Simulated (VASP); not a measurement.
Input of a VASP 6.6.1 run:

Contents of INCAR:

```
  PREC = Accurate
  ENCUT = 520
  EDIFF = 1E-6
  ISMEAR = 0
  SIGMA = 0.01
  LREAL = F
  LASPH = T
  NELM = 60
  ALGO = Normal
  ISIF = 2
  LWAVE = F
  LCHARG = F
  GGA = PE
  NBANDS = 21
```

KPOINTS

```
regular mesh
0
Gamma
  6 6 6
```

File POSCAR:

```
PbF2
1.0
    0.0000000000      2.9458082816      2.9458082816
    2.9458082816      0.0000000000      2.9458082816
    2.9458082816      2.9458082816      0.0000000000
Pb F
1 2
Direct
    0.0000000000      0.0000000000      0.0000000000
    0.2500000000      0.2500000000      0.2500000000
    0.7500000000      0.7500000000      0.7500000000
```

Potentials or basis: VASP PAW PBE potentials, release 64 (Pb_d, F).

Command:

```bash
$ cat potpaw_PBE.64/Pb_d/POTCAR potpaw_PBE.64/F/POTCAR > POTCAR
$ mpirun -np 1 vasp_std > vasp.out
```

Question: Estimate the pressure.

Answer: 4.0 GPa.

Question: Predict the band gap on the k mesh.

Answer: 4.44 eV (least direct gap 4.56 eV).

Caveat: the cell stands under pressure; spin-orbit coupling is left out, which moves the levels of the heavy elements. A k mesh can miss the band edges.
